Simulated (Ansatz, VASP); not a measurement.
# One calculation of Os, two programs

```
CELL_PARAMETERS angstrom
2.73410 0.00000 0.00000
-1.36705 2.36780 0.00000
0.00000 0.00000 4.31970
ATOMIC_POSITIONS crystal
Os 0.33333 0.66667 0.25000
Os 0.66667 0.33333 0.75000
```

Alike in both runs: task electric field gradients; functional PBE; k mesh 15 × 15 × 9; occupations fermi-dirac, width 0.05 eV; no spin polarisation.

|  | VASP | Ansatz |
| --- | --- | --- |
| version | VASP 6.6.1 | Ansatz 0.2.0 |
| potentials or method | VASP PAW PBE potentials, release 64 (Os) | PAW with Ansatz's default frozen-core files, scalar-relativistic |
| plane-wave cutoff (eV) | 520 | 420 |
| valence electrons in the cell | 16 | 32 |

```csv
,VASP,Ansatz,Ansatz less VASP
pressure (GPa),8.7,8.7,-0.02
"traceless stress, the component that is largest in VASP (GPa)",0.52,0.60,+0.086
size of Vzz on the site where it differs most (V/Å²),79.0,59.2,-19.83
```

VASP's potentials hold 16 valence electrons a cell and Ansatz's 32, so a difference there can come from the potentials and not from the codes.

Neither program's run includes spin-orbit coupling.
